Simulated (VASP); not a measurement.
# Pb (Im-3m) in VASP: single point with r2SCAN

Aim: the single point of Pb with r2SCAN.

Everything below comes from runs of VASP 6.6.1. Logs are shortened: lines on timing, memory, paths and dates and some standing lists are left out, and cuts for length are marked.

### Step 1. The cell of the first run

It takes space group Im-3m (No. 229, cubic). The conventional cell has a = 3.959 Å, b = 3.959 Å, c = 3.959 Å, α = 90.00°, β = 90.00°, γ = 90.00°. Pb (site symmetry m-3m) has 14 Pb at 3.43 to 3.96 Å within 4.5 Å.

This isn't the form of Pb at room conditions, which is fcc.

### Step 2. Single point, r2SCAN

The input, POSCAR:

```
Pb
1.0
   -1.9796595667      1.9796595667      1.9796595667
    1.9796595667     -1.9796595667      1.9796595667
    1.9796595667      1.9796595667     -1.9796595667
Pb
1
Direct
    0.0000000000      0.0000000000      0.0000000000
```

The input, INCAR.step1:

```
ALGO = Normal ; EDIFF = 1E-4
ENCUT = 520 ; GGA = PE
ISMEAR = 0 ; LASPH = True
LCHARG = False ; LREAL = False
LWAVE = True ; NBANDS = 13
NELM = 60 ; PREC = Accurate
SIGMA = 0.1
```

The input, INCAR.step2:

```
ALGO = Normal ; EDIFF = 1E-6
ENCUT = 520 ; ISIF = 2
ISMEAR = 0 ; ISTART = 1
LASPH = True ; LCHARG = False
LMIXTAU = True ; LREAL = False
LWAVE = False ; METAGGA = R2SCAN
NBANDS = 13 ; NELM = 60
PREC = Accurate ; SIGMA = 0.1
```

The input, KPOINTS:

```
k-points
0
Gamma
  20 20 20
```

Potentials or basis: VASP PAW PBE potentials, release 64 (Pb_d).

The run is started by

```console
$ cat potpaw_PBE.64/Pb_d/POTCAR > POTCAR
$ cp INCAR.step1 INCAR
$ mpirun -np 1 vasp_std > vasp.out
$ cp INCAR.step2 INCAR
$ mpirun -np 1 vasp_std > vasp.out
```

OUTCAR:

```text
EDIFF = 1E-6
   ENCUT = 520
   ISIF = 2
   ISMEAR = 0
   ISTART = 1
   LASPH = True
   LREAL = False
   METAGGA = R2SCAN
   NELM = 60
   PREC = Accurate

 ion  position               nearest neighbor table
   1  0.000  0.000  0.000-

  LATTYP: Found a body centered cubic cell.
 ALAT       =     3.9593191334

  Lattice vectors:

 A1 = (  -1.9796595667,   1.9796595667,   1.9796595667)
 A2 = (   1.9796595667,  -1.9796595667,   1.9796595667)
 A3 = (   1.9796595667,   1.9796595667,  -1.9796595667)

Analysis of symmetry for initial positions (statically):
=====================================================================
 Subroutine PRICEL returns:
 Original cell was already a primitive cell.

 Routine SETGRP: Setting up the symmetry group for a
 body centered cubic supercell.

 Subroutine GETGRP returns: Found 48 space group operations
 (whereof 48 operations were pure point group operations)
 out of a pool of 48 trial point group operations.

The static configuration has the point symmetry O_h .

Analysis of symmetry for dynamics (positions and initial velocities):
=====================================================================
 Subroutine PRICEL returns:
 Original cell was already a primitive cell.

 Routine SETGRP: Setting up the symmetry group for a
 body centered cubic supercell.

 Subroutine GETGRP returns: Found 48 space group operations
 (whereof 48 operations were pure point group operations)
 out of a pool of 48 trial point group operations.

The dynamic configuration has the point symmetry O_h .

 Subroutine INISYM returns: Found 48 space group operations
 (whereof 48 operations are pure point group operations),
 and found     1 'primitive' translations

----------------------------------------------------------------------------------------

                                     Primitive cell

  volume of cell :      31.0336

  direct lattice vectors                    reciprocal lattice vectors
    -1.979659567  1.979659567  1.979659567     0.000000000  0.252568678  0.252568678
     1.979659567 -1.979659567  1.979659567     0.252568678  0.000000000  0.252568678
     1.979659567  1.979659567 -1.979659567     0.252568678  0.252568678  0.000000000

  length of vectors
     3.428870951  3.428870951  3.428870951     0.357186050  0.357186050  0.357186050

  position of ions in fractional coordinates (direct lattice)
     0.000000000  0.000000000  0.000000000

  ion indices of the primitive-cell ions
   primitive index   ion index
                 1           1

----------------------------------------------------------------------------------------

 KPOINTS: k-points

Automatic generation of k-mesh.
 Grid dimensions read from file:
 generate k-points for:   20   20   20

 Generating k-lattice:

  Cartesian coordinates                     Fractional coordinates (reciprocal lattice)
     0.000000000  0.012628434  0.012628434     0.050000000  0.000000000  0.000000000
     0.012628434  0.000000000  0.012628434     0.000000000  0.050000000  0.000000000
     0.012628434  0.012628434  0.000000000     0.000000000  0.000000000  0.050000000

  Length of vectors
     0.017859303  0.017859303  0.017859303

  Shift w.r.t. Gamma in fractional coordinates (k-lattice)
     0.000000000  0.000000000  0.000000000

 Subroutine IBZKPT returns following result:
 ===========================================

 Found    256 irreducible k-points:

 Following reciprocal coordinates:
            Coordinates               Weight
  0.000000  0.000000  0.000000      1.000000
  0.050000  0.000000  0.000000     12.000000
  0.100000  0.000000  0.000000     12.000000
  0.150000  0.000000  0.000000     12.000000
  0.200000  0.000000  0.000000     12.000000
  0.250000  0.000000  0.000000     12.000000
[... 16 lines left out ...]
  0.200000  0.100000  0.000000     48.000000
  0.250000  0.100000  0.000000     48.000000
 [... further k-points ...]
   k-points           NKPTS =    256   k-points in BZ     NKDIM =    256   number of bands    NBANDS=     13
   number of dos      NEDOS =    301   number of ions     NIONS =      1
   total plane-waves  NPLWV =  21952
   dimension x,y,z NGX =    28 NGY =   28 NGZ =   28
   dimension x,y,z NGXF=    56 NGYF=   56 NGZF=   56
   ions per type =               1
   NGX,Y,Z   is equivalent  to a cutoff of  13.58, 13.58, 13.58 a.u.
   NGXF,Y,Z  is equivalent  to a cutoff of  27.15, 27.15, 27.15 a.u.
 SYSTEM =  unknown system
   PREC   = accura    normal or accurate (medium, high low for compatibility)
   ISTART =      1    job   : 0-new  1-cont  2-samecut
   ICHARG =      0    charge: 1-file 2-atom 10-const
   ISPIN  =      1    spin polarized calculation?
   LNONCOLLINEAR =      F non collinear calculations
   LSORBIT =      F    spin-orbit coupling
   LASPH  =      T    aspherical Exc in radial PAW
   ENCUT  =  520.0 eV  38.22 Ry    6.18 a.u.   6.38  6.38  6.38*2*pi/ulx,y,z
   NELM   =     60;   NELMIN=  2; NELMDL=  0     # of ELM steps
   EDIFF  = 0.1E-05   stopping-criterion for ELM
   LREAL  =      F    real-space projection
   EDIFFG = 0.1E-04   stopping-criterion for IOM
   NSW    =      0    number of steps for IOM
   IBRION =     -1    ionic relax: 0-MD 1-quasi-New 2-CG
   NFREE  =      0    steps in history (QN), initial steepest desc. (CG)
   ISIF   =      2    stress and relaxation
   ISYM   =      2    0-nonsym 1-usesym 2-fastsym
   POTIM  = 0.5000    time-step for ionic-motion
   TEBEG  =    0.0;   TEEND  =   0.0 temperature during run
   PSTRESS=    0.0 pullay stress
   NELECT =      14.0000    total number of electrons
   NUPDOWN=      -1.0000    fix difference up-down
   EMIN   =  10.00;   EMAX   =-10.00  energy-range for DOS
   EFERMI =   0.00;   METHOD = LEGACY
   ISMEAR =     0;   SIGMA  =   0.10  broadening in eV -4-tet -1-fermi 0-gaus
   EFERMI_NEDOS =   21; number of points for ismear=-14 and -15
   IALGO  =     38    algorithm
   IMIX   =      4    mixing-type and parameters
     AMIX     =   0.40;   BMIX     =  1.00
     AMIX_MAG =   1.60;   BMIX_MAG =  1.00
  volume/ion in A,a.u.               =      31.03       209.42
  Fermi-wavevector in a.u.,A,eV,Ry     =   1.255568  2.372680 21.448927  1.576452
  Thomas-Fermi vector in A             =   2.389319
   LORBIT       =      0    0 simple, 1 ext, 2 COOP (PROOUT), +10 PAW based schemes
   METAGGA = R2SCAN    functional components
   LHFCALC =     F    Hartree Fock is set to
   AEXX    =    0.0000 exact exchange contribution
   IVDW    =     0    specifies the selected vdW correction
   LEPSILON=     F    determine dielectric tensor
   LRPA    =     F    only Hartree local field effects (RPA)
 non-spin polarized calculation
 Gauss-broadening in eV      SIGMA  =   0.10
  energy-cutoff  :      520.00
  volume of cell :       31.03
 maximum number of plane-waves:       887
 NGX is ok and might be reduce to    28
   NGX = 13   NGY = 13   NGZ = 13

 number of electron      14.0000002 magnetization

 Free energy of the ion-electron system (eV)
  ---------------------------------------------------
  ext. energy  EPLUGINS =         0.00000000
  ---------------------------------------------------
  free energy    TOTEN  =       -56.24113842 eV

  energy without entropy =      -56.23861351  energy(sigma->0) =      -56.23987597

 E-fermi :   6.9581     XC(G=0): -10.7946

 val. band max:        6.9479800261   @ k =   0.3500   0.2000   0.0500
 cond. band min:       6.9805165086   @ k =  -0.4000   0.5000   0.2000
 fundamental gap:      0.0325364825
 Fermi energy:         6.9581065438

 k-point     1 :       0.0000    0.0000    0.0000
  band No.  band energies     occupation
      1     -10.8001      2.00000
      2     -10.8001      2.00000
      3     -10.8001      2.00000
      4     -10.5580      2.00000
      5     -10.5580      2.00000
      6      -5.1678      2.00000
      7      14.6923      0.00000
      8      14.6923      0.00000
      9      14.6923      0.00000
     10      18.8122      0.00000
     11      18.8122      0.00000
     12      18.8122      0.00000
     13      19.4383      0.00000

 k-point     2 :       0.0500    0.0000    0.0000
  band No.  band energies     occupation
      1     -10.8021      2.00000
      2     -10.7973      2.00000
      3     -10.7908      2.00000
      4     -10.5603      2.00000
      5     -10.5582      2.00000
      6      -5.1157      2.00000
      7      14.1130      0.00000
      8      14.5053      0.00000
      9      14.6288      0.00000
     10      18.3521      0.00000
     11      18.6184      0.00000
     12      18.7394      0.00000
     13      19.8155      0.00000

 k-point     3 :       0.1000    0.0000    0.0000
  band No.  band energies     occupation
      1     -10.8081      2.00000
      2     -10.7900      2.00000
      3     -10.7642      2.00000
      4     -10.5669      2.00000
      5     -10.5589      2.00000
      6      -4.9592      2.00000
      7      12.8039      0.00000
      8      14.0232      0.00000
      9      14.4408      0.00000
     10      17.6206      0.00000
     11      18.2166      0.00000
     12      18.6399      0.00000
     13      20.4307      0.00000
[... 305 lines left out ...]
 k-point    23 :       0.2000    0.1000    0.0000
  band No.  band energies     occupation
      1     -10.8308      2.00000
      2     -10.7692      2.00000
      3     -10.6023      2.00000
      4     -10.5937      2.00000
      5     -10.5632      2.00000
      6      -3.7191      2.00000
      7       8.0074      0.00000
      8      11.1113      0.00000
      9      12.8443      0.00000
     10      16.6899      0.00000
     11      17.9341      0.00000
     12      18.9035      0.00000
     13      22.2097      0.00000

 k-point    24 :       0.2500    0.1000    0.0000
  band No.  band energies     occupation
      1     -10.8425      2.00000
      2     -10.7656      2.00000
      3     -10.5965      2.00000
      4     -10.5696      2.00000
      5     -10.5437      2.00000
      6      -3.1708      2.00000
      7       6.6331      2.00000
      8      10.4947      0.00000
      9      12.4750      0.00000
     10      16.3588      0.00000
     11      18.0213      0.00000
     12      19.0183      0.00000
     13      22.5698      0.00000

 [... further k-points ...]

------------------------ aborting loop because EDIFF is reached ----------------------------------------

  FORCE on cell =-STRESS in cart. coord.  units (eV):
  Direction    XX          YY          ZZ          XY          YZ          ZX
  --------------------------------------------------------------------------------------
  -------------------------------------------------------------------------------------
  Total       -0.0043524     -0.0043524     -0.0043524      0.0000000      0.0000000     -0.0000000
  in kB       -0.2247022     -0.2247022     -0.2247022      0.0000000      0.0000000     -0.0000000
  external PRESSURE =      -0.2247022 kB  Pullay stress =       0.0000000 kB

 VOLUME and BASIS-vectors are now :
 -----------------------------------------------------------------------------
  energy-cutoff  :      520.00
  volume of cell :       31.03
      direct lattice vectors                 reciprocal lattice vectors
    -1.979659567  1.979659567  1.979659567     0.000000000  0.252568678  0.252568678
     1.979659567 -1.979659567  1.979659567     0.252568678  0.000000000  0.252568678
     1.979659567  1.979659567 -1.979659567     0.252568678  0.252568678  0.000000000

 POSITION                                       TOTAL-FORCE (eV/Angst)
 -----------------------------------------------------------------------------------
      0.00000      0.00000      0.00000        -0.000000      0.000000     -0.000000
 -----------------------------------------------------------------------------------
    total drift:                               -0.000000     -0.000000     -0.000000

  FREE ENERGIE OF THE ION-ELECTRON SYSTEM (eV)
  ---------------------------------------------------
  free  energy   TOTEN  =       -56.2411384166 eV

  energy  without entropy=      -56.2386135139  energy(sigma->0) =      -56.23987597
```

It took 7.5 min on 1 thread of Intel Xeon 8259CL, shared host; peak memory 0.24 GiB.

Results:

| Quantity | Value |
| --- | --- |
| Free energy | -56.2411 eV |
| Pressure | 0.0 GPa |
| Band gap on the k mesh | zero (bands 7 and 8 overlap by 9.80 eV) |

Caveat: the PAW data sets were made with another functional, which shifts forces and pressure a little; spin-orbit coupling is left out, which moves the levels of the heavy elements.
